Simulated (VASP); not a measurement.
Write the native input for VASP 6.6.1 that does the following.

```yaml
Task: single point
Functional: PBE
Potentials_or_basis: VASP PAW PBE potentials, release 64 (Bi_d, S)
Cutoff: 520 eV
k_mesh: 8 × 8 × 8
Occupations: gaussian, width 0.1 eV
Spin: no spin polarisation
Dipole_correction: no
Further_INCAR_settings: ALGO = Normal; EDIFF = 1e-07; NBANDS = 28
```

The structure of BiS4 lies in POSCAR:

```
BiS4
1.0
    5.2092113353      0.0000000000      0.0000000000
    0.0000000000      5.2092113353      0.0000000000
    0.0000000000      0.0000000000      5.2092113353
Bi S
1 4
Direct
    0.5000000000      0.5000000000      0.5000000000
    0.0000000000      0.5000000000      0.5000000000
    0.5000000000      0.5000000000      0.0000000000
    0.5000000000      0.0000000000      0.5000000000
    0.0000000000      0.0000000000      0.0000000000
```

The cell was built from a structure type or drawn by symmetry, and may not be a known phase.

The input as run:

INCAR

```
ALGO     = Normal         # electronic algorithm
EDIFF    = 1E-7           # SCF threshold, eV
ENCUT    = 520            # plane-wave cutoff, eV
GGA      = PE             # functional
ISIF     = 2              # what is computed and relaxed
ISMEAR   = 0              # smearing method
LASPH    = True           # aspherical terms in the spheres
LCHARG   = True           # write CHGCAR
LELF     = True           # ELF
LREAL    = False          # projectors in reciprocal space
LVHAR    = True         
LWAVE    = False          # write WAVECAR
NBANDS   = 28             # bands
NELM     = 60             # most SCF steps
PREC     = Accurate       # precision mode
SIGMA    = 0.1            # smearing width, eV
```

KPOINTS

```
k-points
0
Gamma
  8 8 8
```

Potentials or basis: VASP PAW PBE potentials, release 64 (Bi_d, S).

Run with:

```bash
$ cat potpaw_PBE.64/Bi_d/POTCAR potpaw_PBE.64/S/POTCAR > POTCAR
$ mpirun -np 1 vasp_std > vasp.out
```

Results of the run:

```yaml
Pressure: -0.1 GPa
Band_gap_on_the_k_mesh: zero (an odd number of electrons rules out a gap without spin polarisation)
```

Caveat: spin-orbit coupling is left out, which moves the levels of the heavy elements.

Run time: 2 min on 1 thread of Intel(R) Xeon(R) Platinum 8259CL CPU @ 2.50GHz (Skylake/Cascade Lake), with other jobs on the host, peak memory 0.3 GiB.
